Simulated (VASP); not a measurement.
Wanted: the native input for a VASP 6.6.1 run.

* Task: single point
* Functional: HSE06
* Potentials or basis: VASP PAW PBE potentials, release 64 (Cd, F)
* Cutoff: 520 eV
* k mesh: 4 × 4 × 4
* Occupations: gaussian, width 0.01 eV
* Spin: no spin polarisation
* Dipole correction: no
* Grid for exact exchange (PRECFOCK): Normal
* Further INCAR settings: ALGO = Normal; EDIFF = 1e-07; NBANDS = 20
* Screening parameter: 0.2079 1/Å

CdF2:

```xyz
3
Lattice="0.0000 2.6826 2.6826 2.6826 0.0000 2.6826 2.6826 2.6826 0.0000" Properties=species:S:1:pos:R:3 pbc="T T T"
Cd    0.0000    0.0000    0.0000
F     1.3413    1.3413    1.3413
F     4.0239    4.0239    4.0239
```

One way to write it, as run:

POSCAR

```
CdF2
1.0
    0.0000000000      2.6825809990      2.6825809990
    2.6825809990      0.0000000000      2.6825809990
    2.6825809990      2.6825809990      0.0000000000
Cd F
1 2
Direct
    0.0000000000      0.0000000000      0.0000000000
    0.2500000000      0.2500000000      0.2500000000
    0.7500000000      0.7500000000      0.7500000000
```

INCAR.step1

```
SYSTEM = CdF2
ALGO = Normal ; EDIFF = 1E-5
ENCUT = 520 ; GGA = PE
ISIF = 2 ; ISMEAR = 0
LASPH = .TRUE. ; LCHARG = .FALSE.
LREAL = .FALSE. ; LWAVE = .TRUE.
NBANDS = 20 ; NELM = 80
PREC = Accurate ; SIGMA = 0.01
```

INCAR.step2

```
SYSTEM = CdF2
ALGO = Normal ; EDIFF = 1E-7
ENCUT = 520 ; GGA = PE
HFSCREEN = 0.2079 ; ISIF = 2
ISMEAR = 0 ; ISTART = 1
LASPH = .TRUE. ; LCHARG = .FALSE.
LHFCALC = .TRUE. ; LREAL = .FALSE.
LWAVE = .FALSE. ; NBANDS = 20
NELM = 80 ; PREC = Accurate
PRECFOCK = Normal ; SIGMA = 0.01
```

KPOINTS

```
k-points
0
G
  4 4 4
  0 0 0
```

Potentials or basis: VASP PAW PBE potentials, release 64 (Cd, F).

Launch:

```bash
$ cat potpaw_PBE.64/Cd/POTCAR potpaw_PBE.64/F/POTCAR > POTCAR
$ cp INCAR.step1 INCAR
$ mpirun -np 1 vasp_std > vasp.out
$ cp INCAR.step2 INCAR
$ mpirun -np 1 vasp_std > vasp.out
```

It gave:

* Pressure: 4.2 GPa
* Band gap on the k mesh: 5.21 eV, indirect (least direct gap 5.78 eV)

Caveat: the k points lie up to 0.51 Å⁻¹ apart; the PAW data sets were made with another functional, which shifts forces and pressure a little.

It took 9.4 min on 1 thread of Intel(R) Xeon(R) Platinum 8375C CPU @ 2.90GHz (Ice Lake) (shared host), peak memory 0.27 GiB.
